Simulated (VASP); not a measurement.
Write the native input for VASP 6.6.1 that does the following.

```
Task                   : single point
Functional             : PBE
Potentials or basis    : VASP PAW PBE potentials, release 64 (Al, O)
Cutoff                 : 520 eV
k mesh                 : 5 × 5 × 1
Occupations            : gaussian, width 0.1 eV
Spin                   : no spin polarisation
Dipole correction      : yes
Further INCAR settings : ALGO = Normal; EDIFF = 1e-07; NBANDS = 33
```

The structure of Al12O lies in POSCAR:

```
Al12O
1.0
    5.7135165838      0.0000000000      0.0000000000
    0.0000000000      5.7135165838      0.0000000000
    0.0000000000      0.0000000000     19.6746954361
Al O
12 1
Direct
    0.2500000000      0.2500000000      0.2033068320
    0.2500000000      0.7500000000      0.2033068320
    0.7500000000      0.2500000000      0.2033068320
    0.7500000000      0.7500000000      0.2033068320
    0.0000000000      0.0000000000      0.3092728611
    0.0000000000      0.5000000000      0.3092728611
    0.5000000000      0.0000000000      0.3092728611
    0.5000000000      0.5000000000      0.3092728611
    0.2500000000      0.2500000000      0.4154928580
    0.2500000000      0.7500000000      0.4154928580
    0.7500000000      0.2500000000      0.4154928580
    0.7500000000      0.7500000000      0.4154928580
    0.3333333333      0.3333333333      0.4926439047
```

These files were run (other wordings do the same):

INCAR

```
SYSTEM = Al12O
ALGO     = Normal         ! electronic algorithm
DIPOL    = 0.5 0.5 0.323
EDIFF    = 1E-7           ! SCF threshold, eV
ENCUT    = 520            ! plane-wave cutoff, eV
GGA      = PE             ! functional
IDIPOL   = 3            
ISIF     = 2              ! what is computed and relaxed
ISMEAR   = 0              ! smearing method
LASPH    = .TRUE.         ! aspherical terms in the spheres
LCHARG   = .FALSE.        ! write CHGCAR
LDIPOL   = .TRUE.       
LREAL    = .FALSE.        ! projectors in reciprocal space
LWAVE    = .FALSE.        ! write WAVECAR
NBANDS   = 33             ! bands
NELM     = 60             ! most SCF steps
PREC     = Accurate       ! precision mode
SIGMA    = 0.1            ! smearing width, eV
```

KPOINTS

```
k-points
0
G
  5 5 1
  0 0 0
```

Potentials or basis: VASP PAW PBE potentials, release 64 (Al, O).

Command:

```console
$ cat potpaw_PBE.64/Al/POTCAR potpaw_PBE.64/O/POTCAR > POTCAR
$ mpirun -np 1 vasp_std > vasp.out
```

Results of the run:

```yaml
Largest_force: 1.264 eV/Å
Band_gap_on_the_k_mesh: zero (band 21 reaches -0.30 eV, above the bottom of band 22 at -1.10 eV)
```

It took 3.3 min on 1 thread of Intel(R) Xeon(R) 6975P-C (Granite Rapids) (shared host), peak memory 0.61 GiB.
